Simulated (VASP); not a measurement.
A run of VASP 6.6.1 is set up as follows.

The input POSCAR:

```
BP
1.0
    0.0000000000      2.2681830250      2.2681830250
    2.2681830250      0.0000000000      2.2681830250
    2.2681830250      2.2681830250      0.0000000000
B P
1 1
Direct
    0.0000000000      0.0000000000      0.0000000000
    0.2500000000      0.2500000000      0.2500000000
```

INCAR.step1

```
SYSTEM = BP
  ALGO = Normal
  EDIFF = 1E-4
  ENCUT = 520
  GGA = PE
  ISMEAR = -1
  LASPH = .TRUE.
  LCHARG = .FALSE.
  LREAL = .FALSE.
  LWAVE = .TRUE.
  NBANDS = 11
  NELM = 100
  PREC = Accurate
  SIGMA = 0.02
```

Contents of INCAR.step2:

```
SYSTEM = BP
  ALGO = Normal
  EDIFF = 1E-7
  ENCUT = 520
  ISIF = 2
  ISMEAR = -1
  ISTART = 1
  LASPH = .TRUE.
  LCHARG = .FALSE.
  LMIXTAU = .TRUE.
  LREAL = .FALSE.
  LWAVE = .FALSE.
  METAGGA = R2SCAN
  NBANDS = 11
  NELM = 100
  PREC = Accurate
  SIGMA = 0.02
```

File KPOINTS:

```
k-points
0
G
  10 10 10
  0 0 0
```

Potentials or basis: VASP PAW PBE potentials, release 64 (B, P).

Launch:

```console
$ cat potpaw_PBE.64/B/POTCAR potpaw_PBE.64/P/POTCAR > POTCAR
$ cp INCAR.step1 INCAR
$ mpirun -np 1 vasp_std > vasp.out
$ cp INCAR.step2 INCAR
$ mpirun -np 1 vasp_std > vasp.out
```

(1) Predict the band gap on the k mesh.

(2) What does it give for the pressure?

Answers

(1) 1.45 eV, indirect (least direct gap 3.64 eV).

(2) -0.5 GPa.

Caveat: the PAW data sets were made with another functional, which shifts forces and pressure a little.
